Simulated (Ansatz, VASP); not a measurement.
## One calculation of NaCl, two programs

Contents of INCAR:

```
PREC = Accurate
ENCUT = 520
EDIFF = 1E-7
ISMEAR = -1
SIGMA = 0.02
LREAL = False
LASPH = True
NELM = 80
ALGO = Normal
ISIF = 2
LWAVE = False
LCHARG = False
GGA = PE
NBANDS = 22
```

The input KPOINTS:

```
regular mesh
0
Gamma
  6 6 6
```

The input POSCAR:

```
NaCl
1.0
    4.5256035083      0.0000000000      0.0000000000
   -2.2628017541      3.9192876056      0.0000000000
    0.0000000000      0.0000000000      5.3391787447
Na Cl
2 2
Direct
    0.3333333333      0.6666666667      0.2500000000
    0.6666666667      0.3333333333      0.7500000000
    0.6666666667      0.3333333333      0.2500000000
    0.3333333333      0.6666666667      0.7500000000
```

Input for Ansatz:

```yaml
crystal:
  lattice:
    - [4.5256035083, 0.0, 0.0]
    - [-2.2628017541, 3.9192876056, 0.0]
    - [0.0, 0.0, 5.3391787447]
  atoms:
    - { symbol: Na, position: [0.3333333333, 0.6666666667, 0.25] }
    - { symbol: Na, position: [0.6666666667, 0.3333333333, 0.75] }
    - { symbol: Cl, position: [0.6666666667, 0.3333333333, 0.25] }
    - { symbol: Cl, position: [0.3333333333, 0.6666666667, 0.75] }
kpoints:
  mp_grid: { grid: [6, 6, 6] }
  band_path:
    path:
      - [0.0, 0.0, 0.0]
      - [0.5, 0.0, 0.0]
      - [0.3333333333, 0.3333333333, 0.0]
      - [0.0, 0.0, 0.5]
      - [0.5, 0.0, 0.5]
      - [0.3333333333, 0.3333333333, 0.5]
    npoints: 1
hamiltonian:
  xc: pbe
scf:
  occupations: { method: fermi_dirac, width: 0.02 }
  n_extra_bands: 5
output:
  forces: true
  stress: true
  eigenvalues: true
```

Change from the starting cell: hydrostatic strain -4.1%.

Alike in both runs: task single point; functional PBE; k mesh 6 × 6 × 6; occupations fermi-dirac, width 0.02 eV; no spin polarisation.

```csv
,VASP,Ansatz
version,VASP 6.6.1,Ansatz 0.2.0
potentials or method,"VASP PAW PBE potentials, release 64 (Na_pv, Cl)","plane waves, PAW"
plane-wave cutoff (eV),520,420
valence electrons in the cell,28,32
```

```tsv
	VASP	Ansatz	Ansatz less VASP
gap on the k mesh at the Fermi level (eV)	5.13	5.13	+0.002
pressure (GPa)	4.7	4.7	0.00
traceless stress, the component that is largest in VASP (GPa)	0.57	0.57	+0.003
```

VASP's potentials hold 28 valence electrons a cell and Ansatz's 32, so a difference there can come from the potentials and not from the codes.
